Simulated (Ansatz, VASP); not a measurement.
## One calculation of TePb, two programs

INCAR

```
SYSTEM = TePb
ALGO = Normal
EDIFF = 1E-7
ENCUT = 520
GGA = PE
ISIF = 2
ISMEAR = 0
LASPH = .True.
LCHARG = .False.
LREAL = .False.
LWAVE = .False.
NBANDS = 17
NELM = 60
PREC = Accurate
SIGMA = 0.05
```

The input KPOINTS:

```
k-points
0
Gamma
  8 8 8
  0 0 0
```

Contents of POSCAR:

```
TePb
1.0
    0.0000000000      3.2270000000      3.2270000000
    3.2270000000      0.0000000000      3.2270000000
    3.2270000000      3.2270000000      0.0000000000
Te Pb
1 1
Direct
    0.5000000000      0.5000000000      0.5000000000
    0.0058103502     -0.0058103502      0.0058103502
```

Input for Ansatz:

```yaml
crystal:
  lattice:
    - [0.0, 3.227, 3.227]
    - [3.227, 0.0, 3.227]
    - [3.227, 3.227, 0.0]
  atoms:
    - { symbol: Te, position: [0.5, 0.5, 0.5] }
    - { symbol: Pb, position: [0.0058103502, -0.0058103502, 0.0058103502] }
basis:
  ecutwfc: 420
kpoints:
  mp_grid: { grid: [8, 8, 8] }
hamiltonian:
  xc: pbe
scf:
  occupations: { method: gaussian, width: 0.05 }
output:
  forces: true
  stress: true
  eigenvalues: true
```

Change from the starting cell: all Pb atoms moved +0.037 Å, as atom 2 along Cartesian [0 1 0].

Alike in both runs: task single point; functional PBE; k mesh 8 × 8 × 8; occupations gaussian, width 0.05 eV; no spin polarisation.

|  | VASP | Ansatz |
| --- | --- | --- |
| version | VASP 6.6.1 | Ansatz 0.2.0 |
| potentials or method | VASP PAW PBE potentials, release 64 (Te, Pb_d), cutoff 520 eV | scalar-relativistic, plane waves, PAW |
| valence electrons in the cell | 20 | 30 |

VASP gave:

```
gap on the k mesh at the Fermi level (eV) : 0.74
least direct gap on the mesh (eV)         : 0.74
pressure (GPa)                            : 2.3
rms of the force components (eV/Å)        : 0.015
```

Q: Which values does Ansatz return?

A: gap on the k mesh at the Fermi level (eV): 0.73; least direct gap on the mesh (eV): 0.73; pressure (GPa): 2.3; rms of the force components (eV/Å): 0.014.

Atom by atom the forces differ by 0.000 eV/Å (rms over components). VASP's potentials hold 20 valence electrons a cell and Ansatz's 30, so a difference there can come from the potentials and not from the codes.

Neither program's run includes spin-orbit coupling.
